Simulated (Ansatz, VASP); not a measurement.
Zr3O: VASP beside Ansatz

File INCAR:

```
  PREC = Accurate
  ENCUT = 520
  EDIFF = 1E-7
  ISMEAR = 0
  SIGMA = 0.15
  LREAL = False
  LASPH = True
  NELM = 60
  ALGO = Normal
  ISIF = 2
  LWAVE = False
  LCHARG = True
  GGA = PS
  LELF = True
  LVHAR = True
  NBANDS = 52
```

Contents of KPOINTS:

```
Automatic mesh
0
Gamma
  9 9 8
```

Contents of POSCAR:

```
Zr3O
1.0
    5.6460296809      0.0000000000      0.0000000000
   -2.8230148404      4.8896051342      0.0000000000
    0.0000000000      0.0000000000      5.0435983139
Zr O
6 2
Direct
    0.3394720281      0.0000000000      0.0000000000
    0.3394720281      0.3394720281      0.5000000000
    0.0000000000      0.3394720281      0.0000000000
    0.6605279719      0.0000000000      0.5000000000
    0.6605279719      0.6605279719      0.0000000000
    0.0000000000      0.6605279719      0.5000000000
    0.3333333333      0.6666666667      0.2500000000
    0.6666666667      0.3333333333      0.7500000000
```

Input for Ansatz:

```yaml
crystal:
  lattice:
    - [5.6460296809, 0.0, 0.0]
    - [-2.8230148404, 4.8896051342, 0.0]
    - [0.0, 0.0, 5.0435983139]
  atoms:
    - { symbol: Zr, position: [0.3394720281, 0.0, 0.0] }
    - { symbol: Zr, position: [0.3394720281, 0.3394720281, 0.5] }
    - { symbol: Zr, position: [0.0, 0.3394720281, 0.0] }
    - { symbol: Zr, position: [0.6605279719, 0.0, 0.5] }
    - { symbol: Zr, position: [0.6605279719, 0.6605279719, 0.0] }
    - { symbol: Zr, position: [0.0, 0.6605279719, 0.5] }
    - { symbol: O, position: [0.3333333333, 0.6666666667, 0.25] }
    - { symbol: O, position: [0.6666666667, 0.3333333333, 0.75] }
basis:
  ecutwfc: 520.0
kpoints:
  mp_grid: { grid: [9, 9, 8] }
hamiltonian:
  xc: pbesol
  pseudopotentials: { kind: paw, azcp: { folder: soft_1 } }
scf:
  occupations: { method: gaussian, width: 0.15 }
output:
  forces: true
  stress: true
  eigenvalues: true
```

Alike in both runs: task single point; functional PBEsol; k mesh 9 × 9 × 8; occupations gaussian, width 0.15 eV; no spin polarisation.

|  | VASP | Ansatz |
| --- | --- | --- |
| version | VASP 6.6.1 | Ansatz 0.2.0 |
| potentials or method | VASP PAW PBE potentials, release 64 (Zr_sv, O), cutoff 520 eV | scalar-relativistic, plane waves, PAW |
| valence electrons in the cell | 84 | 84 |

|  | VASP | Ansatz | Ansatz less VASP |
| --- | --- | --- | --- |
| gap on the k mesh at the Fermi level (eV) | none | none | - |
| pressure (GPa) | 0.2 | 0.1 | -0.15 |
| traceless stress, the component that is largest in VASP (GPa) | 3.45 | 3.43 | -0.011 |
| rms of the force components (eV/Å) | 0.022 | 0.029 | +0.0064 |

VASP's potentials were made for PBE, not for PBEsol, and Ansatz warns of the same on its side. Atom by atom the forces differ by 0.006 eV/Å (rms over components). A gap of «none» marks a metal or a gap that the smearing closes. The functional is the same, so the differences come from potentials, cutoffs and numerics.
